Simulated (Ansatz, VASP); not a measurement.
## AlP: VASP beside Ansatz

```
Al P
1.0
     0.00000    2.71695    2.71695
     2.71695    0.00000    2.71695
     2.71695    2.71695    0.00000
Al P
1 1
Direct
  0.00000 0.00000 0.00000
  0.75000 0.75000 0.75000
```

Alike in both runs: task single point; functional LDA; k mesh 10 × 10 × 10; occupations gaussian, width 0.05 eV; no spin polarisation.

|  | VASP | Ansatz |
| --- | --- | --- |
| version | VASP 6.6.1 | Ansatz 0.2.0 |
| potentials or method | VASP PAW LDA potentials, release 64 (Al, P), cutoff 500 eV | scalar-relativistic, plane waves, PAW |
| valence electrons in the cell | 8 | 8 |

VASP gave:

* gap on the k mesh at the Fermi level (eV): 1.41
* least direct gap on the mesh (eV): 3.24
* pressure (GPa): 0.0

Problem. Which values does Ansatz return?

Solution. gap on the k mesh at the Fermi level (eV): 1.42; least direct gap on the mesh (eV): 3.23; pressure (GPa): 0.0.

Ansatz warns that its potentials were made for another functional, while VASP's fit it. LDA's correlation is that of Perdew and Zunger in VASP and of Perdew and Wang (1992) in Ansatz.
